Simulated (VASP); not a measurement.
A run of VASP 6.6.1 is set up as follows.

Contents of INCAR:

```
PREC = Accurate
ENCUT = 520
EDIFF = 1E-6
ISMEAR = 0
SIGMA = 0.15
LREAL = False
LASPH = True
NELM = 80
ALGO = Fast
ISIF = 2
LWAVE = False
LCHARG = False
GGA = PS
NBANDS = 61
```

File KPOINTS:

```
regular mesh
0
Gamma
  6 6 12
```

POSCAR

```
Si2W3
1.0
    6.4837010426      0.0000000000      0.0000000000
    0.0000000000      6.4837010426      0.0000000000
    0.0000000000      0.0000000000      3.2749106405
Si W
4 6
Direct
    0.1340783106      0.6340783106      0.0000000000
    0.8659216894      0.3659216894      0.0000000000
    0.6340783106      0.8659216894      0.0000000000
    0.3659216894      0.1340783106      0.0000000000
    0.5000000000      0.5000000000      0.0000000000
    0.0000000000      0.0000000000      0.0000000000
    0.6598576525      0.1598576525      0.5000000000
    0.3401423475      0.8401423475      0.5000000000
    0.1598576525      0.3401423475      0.5000000000
    0.8401423475      0.6598576525      0.5000000000
```

Potentials or basis: VASP PAW PBE potentials, release 64 (Si, W_sv).

The run is started by

```console
$ cat potpaw_PBE.64/Si/POTCAR potpaw_PBE.64/W_sv/POTCAR > POTCAR
$ mpirun -np 1 vasp_std > vasp.out
```

**Question.** Predict the pressure.

**Answer.** 9.5 GPa.

**Question.** Estimate the band gap on the k mesh.

**Answer.** Zero (bands 50 and 51 overlap by 1.80 eV).

**Question.** What does it give for the largest force?

**Answer.** 0.205 eV/Å.

Forces on the atoms (eV/Å):
```
Si  -0.008 -0.008  0.000
Si   0.008  0.008  0.000
Si  -0.008  0.008  0.000
Si   0.008 -0.008  0.000
W    0.000  0.000  0.000
W    0.000  0.000  0.000
W    0.145  0.145  0.000
W   -0.145 -0.145  0.000
W    0.145 -0.145  0.000
W   -0.145  0.145  0.000
```

Caveat: the cell differs from its parent crystal (strain -0.0150 x Voigt [1, 1, 0, 0, 0, 0]); the cell stands under pressure; the PAW data sets were made with another functional, which shifts forces and pressure a little; spin-orbit coupling is left out, which moves the levels of the heavy elements.
